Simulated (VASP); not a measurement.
# KF (ae) (Fm-3m) in VASP: single point with PBEsol

Aim: the single point of KF (ae) with PBEsol.

All numbers are computed with VASP 6.6.1; they aren't measurements. Logs are shortened: lines on timing, memory, paths and dates and some standing lists are left out, and cuts for length are marked.

**1. The cell of the first run**

It takes space group Fm-3m (No. 225, cubic). The conventional cell has a = 5.307 Å, b = 5.307 Å, c = 5.307 Å, α = 90.00°, β = 90.00°, γ = 90.00°. K (site symmetry m-3m) has 6 F at 2.65 Å within 3.5 Å. Within 3.5 Å of F (site symmetry m-3m) lie 6 K at 2.65 Å.

**2. Single point, PBEsol**

INCAR

```
PREC = Accurate
ENCUT = 600
EDIFF = 1E-6
ISMEAR = 0
SIGMA = 0.02
LREAL = F
LASPH = T
NELM = 120
ALGO = Normal
ISIF = 2
LWAVE = F
LCHARG = T
GGA = PS
LELF = T
LVHAR = T
NBANDS = 15
GGA_COMPAT = F
```

KPOINTS

```
Automatic mesh
0
Gamma
  8 8 8
```

POSCAR

```
KF
1.0
    0.0000000000      2.6532857073      2.6532857073
    2.6532857073      0.0000000000      2.6532857073
    2.6532857073      2.6532857073      0.0000000000
K F
1 1
Direct
    0.0000000000      0.0000000000      0.0000000000
    0.5000000000      0.5000000000      0.5000000000
```

Potentials or basis: VASP PAW PBE potentials, release 64 (K_sv, F).

The run is started by

```
> cat potpaw_PBE.64/K_sv/POTCAR potpaw_PBE.64/F/POTCAR > POTCAR
> mpirun -np 1 vasp_std > vasp.out
```

OUTCAR:

```text
PREC = Accurate
   ENCUT = 600
   EDIFF = 1E-6
   ISMEAR = 0
   LREAL = F
   LASPH = T
   NELM = 120
   ISIF = 2
   GGA = PS

 ion  position               nearest neighbor table
   1  0.000  0.000  0.000-   2 2.65   2 2.65   2 2.65   2 2.65   2 2.65   2 2.65
   2  0.500  0.500  0.500-   1 2.65   1 2.65   1 2.65   1 2.65   1 2.65   1 2.65

  LATTYP: Found a face centered cubic cell.
 ALAT       =     5.3065714146

  Lattice vectors:

 A1 = (   0.0000000000,   2.6532857073,   2.6532857073)
 A2 = (   2.6532857073,   0.0000000000,   2.6532857073)
 A3 = (   2.6532857073,   2.6532857073,   0.0000000000)

Analysis of symmetry for initial positions (statically):
=====================================================================
 Subroutine PRICEL returns:
 Original cell was already a primitive cell.

 Routine SETGRP: Setting up the symmetry group for a
 face centered cubic supercell.

 Subroutine GETGRP returns: Found 48 space group operations
 (whereof 48 operations were pure point group operations)
 out of a pool of 48 trial point group operations.

The static configuration has the point symmetry O_h .

Analysis of symmetry for dynamics (positions and initial velocities):
=====================================================================
 Subroutine PRICEL returns:
 Original cell was already a primitive cell.

 Routine SETGRP: Setting up the symmetry group for a
 face centered cubic supercell.

 Subroutine GETGRP returns: Found 48 space group operations
 (whereof 48 operations were pure point group operations)
 out of a pool of 48 trial point group operations.

The dynamic configuration has the point symmetry O_h .

 Subroutine INISYM returns: Found 48 space group operations
 (whereof 48 operations are pure point group operations),
 and found     1 'primitive' translations

----------------------------------------------------------------------------------------

                                     Primitive cell

  volume of cell :      37.3579

  direct lattice vectors                    reciprocal lattice vectors
     0.000000000  2.653285707  2.653285707    -0.188445594  0.188445594  0.188445594
     2.653285707  0.000000000  2.653285707     0.188445594 -0.188445594  0.188445594
     2.653285707  2.653285707  0.000000000     0.188445594  0.188445594 -0.188445594

  length of vectors
     3.752312632  3.752312632  3.752312632     0.326397343  0.326397343  0.326397343

  position of ions in fractional coordinates (direct lattice)
     0.000000000  0.000000000  0.000000000
     0.500000000  0.500000000  0.500000000

  ion indices of the primitive-cell ions
   primitive index   ion index
                 1           1
                 2           2

----------------------------------------------------------------------------------------

 KPOINTS: Automatic mesh

Automatic generation of k-mesh.
 Grid dimensions read from file:
 generate k-points for:    8    8    8

 Generating k-lattice:

  Cartesian coordinates                     Fractional coordinates (reciprocal lattice)
    -0.023555699  0.023555699  0.023555699     0.125000000  0.000000000  0.000000000
     0.023555699 -0.023555699  0.023555699     0.000000000  0.125000000  0.000000000
     0.023555699  0.023555699 -0.023555699     0.000000000  0.000000000  0.125000000

  Length of vectors
     0.040799668  0.040799668  0.040799668

  Shift w.r.t. Gamma in fractional coordinates (k-lattice)
     0.000000000  0.000000000  0.000000000

 Subroutine IBZKPT returns following result:
 ===========================================

 Found     29 irreducible k-points:

 Following reciprocal coordinates:
            Coordinates               Weight
  0.000000  0.000000  0.000000      1.000000
  0.125000  0.000000  0.000000      8.000000
  0.250000  0.000000  0.000000      8.000000
  0.375000  0.000000  0.000000      8.000000
  0.500000  0.000000  0.000000      4.000000
  0.125000  0.125000  0.000000      6.000000
[... 16 lines left out ...]
  0.500000  0.250000  0.125000     48.000000
 -0.375000  0.250000  0.125000     24.000000
 [... further k-points ...]
   k-points           NKPTS =     29   k-points in BZ     NKDIM =     29   number of bands    NBANDS=     15
   number of dos      NEDOS =    301   number of ions     NIONS =      2
   total plane-waves  NPLWV =  27000
   dimension x,y,z NGX =    30 NGY =   30 NGZ =   30
   dimension x,y,z NGXF=    60 NGYF=   60 NGZF=   60
   ions per type =               1   1
   NGX,Y,Z   is equivalent  to a cutoff of  13.29, 13.29, 13.29 a.u.
   NGXF,Y,Z  is equivalent  to a cutoff of  26.58, 26.58, 26.58 a.u.
 SYSTEM =  unknown system
   PREC   = accura    normal or accurate (medium, high low for compatibility)
   ISTART =      0    job   : 0-new  1-cont  2-samecut
   ICHARG =      2    charge: 1-file 2-atom 10-const
   ISPIN  =      1    spin polarized calculation?
   LNONCOLLINEAR =      F non collinear calculations
   LSORBIT =      F    spin-orbit coupling
   LASPH  =      T    aspherical Exc in radial PAW
   ENCUT  =  600.0 eV  44.10 Ry    6.64 a.u.   7.49  7.49  7.49*2*pi/ulx,y,z
   NELM   =    120;   NELMIN=  2; NELMDL= -5     # of ELM steps
   EDIFF  = 0.1E-05   stopping-criterion for ELM
   LREAL  =      F    real-space projection
   EDIFFG = 0.1E-04   stopping-criterion for IOM
   NSW    =      0    number of steps for IOM
   IBRION =     -1    ionic relax: 0-MD 1-quasi-New 2-CG
   NFREE  =      0    steps in history (QN), initial steepest desc. (CG)
   ISIF   =      2    stress and relaxation
   ISYM   =      2    0-nonsym 1-usesym 2-fastsym
   POTIM  = 0.5000    time-step for ionic-motion
   TEBEG  =    0.0;   TEEND  =   0.0 temperature during run
   PSTRESS=    0.0 pullay stress
   NELECT =      16.0000    total number of electrons
   NUPDOWN=      -1.0000    fix difference up-down
   EMIN   =  10.00;   EMAX   =-10.00  energy-range for DOS
   EFERMI =   0.00;   METHOD = LEGACY
   ISMEAR =     0;   SIGMA  =   0.02  broadening in eV -4-tet -1-fermi 0-gaus
   EFERMI_NEDOS =   21; number of points for ismear=-14 and -15
   IALGO  =     38    algorithm
   IMIX   =      4    mixing-type and parameters
     AMIX     =   0.40;   BMIX     =  1.00
     AMIX_MAG =   1.60;   BMIX_MAG =  1.00
  volume/ion in A,a.u.               =      18.68       126.05
  Fermi-wavevector in a.u.,A,eV,Ry     =   1.234016  2.331952 20.718892  1.522796
  Thomas-Fermi vector in A             =   2.368723
   LORBIT       =      0    0 simple, 1 ext, 2 COOP (PROOUT), +10 PAW based schemes
   GGA     = PS    functional components
   LHFCALC =     F    Hartree Fock is set to
   AEXX    =    0.0000 exact exchange contribution
   IVDW    =     0    specifies the selected vdW correction
   LEPSILON=     F    determine dielectric tensor
   LRPA    =     F    only Hartree local field effects (RPA)
 non-spin polarized calculation
 Gauss-broadening in eV      SIGMA  =   0.02
  energy-cutoff  :      600.00
  volume of cell :       37.36
 maximum number of plane-waves:      1283
 NGX is ok and might be reduce to    30
   NGX = 15   NGY = 15   NGZ = 15

 number of electron      16.0000003 magnetization

 Free energy of the ion-electron system (eV)
  ---------------------------------------------------
  ext. energy  EPLUGINS =         0.00000000
  ---------------------------------------------------
  free energy    TOTEN  =        -8.52162073 eV

  energy without entropy =       -8.52162073  energy(sigma->0) =       -8.52162073

 E-fermi :  -2.6849     XC(G=0):  -8.7101

 val. band max:       -2.8547761772   @ k =   0.0000   0.0000   0.0000
 cond. band min:       3.2814408265   @ k =   0.0000   0.0000   0.0000
 fundamental gap:      6.1362170037
 Fermi energy:        -2.6849241539

 k-point     1 :       0.0000    0.0000    0.0000
  band No.  band energies     occupation
      1     -28.7602      2.00000
      2     -21.3953      2.00000
      3     -12.0559      2.00000
      4     -12.0559      2.00000
      5     -12.0559      2.00000
      6      -2.8548      2.00000
      7      -2.8548      2.00000
      8      -2.8548      2.00000
      9       3.2814      0.00000
     10       7.8367      0.00000
     11       7.8367      0.00000
     12       7.8367      0.00000
     13       9.5404      0.00000
     14       9.5404      0.00000
     15      13.9942      0.00000

 k-point     2 :       0.1250    0.0000    0.0000
  band No.  band energies     occupation
      1     -28.7445      2.00000
      2     -21.4101      2.00000
      3     -12.0996      2.00000
      4     -12.0616      2.00000
      5     -12.0616      2.00000
      6      -3.0040      2.00000
      7      -2.9116      2.00000
      8      -2.9116      2.00000
      9       3.7263      0.00000
     10       7.5731      0.00000
     11       8.0541      0.00000
     12       8.0541      0.00000
     13       9.6934      0.00000
     14       9.6934      0.00000
     15      14.7823      0.00000

 k-point     3 :       0.2500    0.0000    0.0000
  band No.  band energies     occupation
      1     -28.7064      2.00000
      2     -21.4462      2.00000
      3     -12.2042      2.00000
      4     -12.0753      2.00000
      5     -12.0753      2.00000
      6      -3.3182      2.00000
      7      -3.0456      2.00000
      8      -3.0456      2.00000
      9       4.8269      0.00000
     10       7.2170      0.00000
     11       8.5941      0.00000
     12       8.5941      0.00000
     13      10.1653      0.00000
     14      10.1653      0.00000
     15      15.9067      0.00000
[... 343 lines left out ...]
 k-point    23 :       0.5000    0.2500    0.1250
  band No.  band energies     occupation
      1     -28.6506      2.00000
      2     -21.4661      2.00000
      3     -12.3561      2.00000
      4     -12.2757      2.00000
      5     -12.1254      2.00000
      6      -3.4460      2.00000
      7      -3.1728      2.00000
      8      -3.0177      2.00000
      9       6.3546      0.00000
     10       6.7772      0.00000
     11       8.9599      0.00000
     12       9.8008      0.00000
     13      10.7589      0.00000
     14      11.7592      0.00000
     15      13.5114      0.00000

 k-point    24 :      -0.3750    0.2500    0.1250
  band No.  band energies     occupation
      1     -28.6382      2.00000
      2     -21.4723      2.00000
      3     -12.4045      2.00000
      4     -12.2941      2.00000
      5     -12.1334      2.00000
      6      -3.4528      2.00000
      7      -3.1489      2.00000
      8      -3.1204      2.00000
      9       6.5270      0.00000
     10       7.2252      0.00000
     11       8.8950      0.00000
     12       9.9600      0.00000
     13      11.2575      0.00000
     14      12.3185      0.00000
     15      12.5782      0.00000

 [... further k-points ...]

------------------------ aborting loop because EDIFF is reached ----------------------------------------

  FORCE on cell =-STRESS in cart. coord.  units (eV):
  Direction    XX          YY          ZZ          XY          YZ          ZX
  --------------------------------------------------------------------------------------
  -------------------------------------------------------------------------------------
  Total        0.0100323      0.0100323      0.0100323     -0.0000000      0.0000000      0.0000000
  in kB        0.4302563      0.4302563      0.4302563     -0.0000000      0.0000000      0.0000000
  external PRESSURE =       0.4302563 kB  Pullay stress =       0.0000000 kB

 VOLUME and BASIS-vectors are now :
 -----------------------------------------------------------------------------
  energy-cutoff  :      600.00
  volume of cell :       37.36
      direct lattice vectors                 reciprocal lattice vectors
     0.000000000  2.653285707  2.653285707    -0.188445594  0.188445594  0.188445594
     2.653285707  0.000000000  2.653285707     0.188445594 -0.188445594  0.188445594
     2.653285707  2.653285707  0.000000000     0.188445594  0.188445594 -0.188445594

 POSITION                                       TOTAL-FORCE (eV/Angst)
 -----------------------------------------------------------------------------------
      0.00000      0.00000      0.00000        -0.000000      0.000000      0.000000
      2.65329      2.65329      2.65329         0.000000      0.000000     -0.000000
 -----------------------------------------------------------------------------------
    total drift:                                0.000000      0.000000      0.000000

  FREE ENERGIE OF THE ION-ELECTRON SYSTEM (eV)
  ---------------------------------------------------
  free  energy   TOTEN  =        -8.5216207278 eV

  energy  without entropy=       -8.5216207278  energy(sigma->0) =       -8.52162073
```

Wall time 44 s (1 thread of Intel Xeon 8259CL, shared host); peak memory 0.18 GiB.

Results:

| Quantity | Value |
| --- | --- |
| Free energy | -8.5216 eV |
| Pressure | 0.0 GPa |
| Band gap on the k mesh | 6.14 eV, direct |

Caveat: the PAW data sets were made with another functional, which shifts forces and pressure a little. A hybrid or GW would open this gap; PBEsol tends to underestimate it.
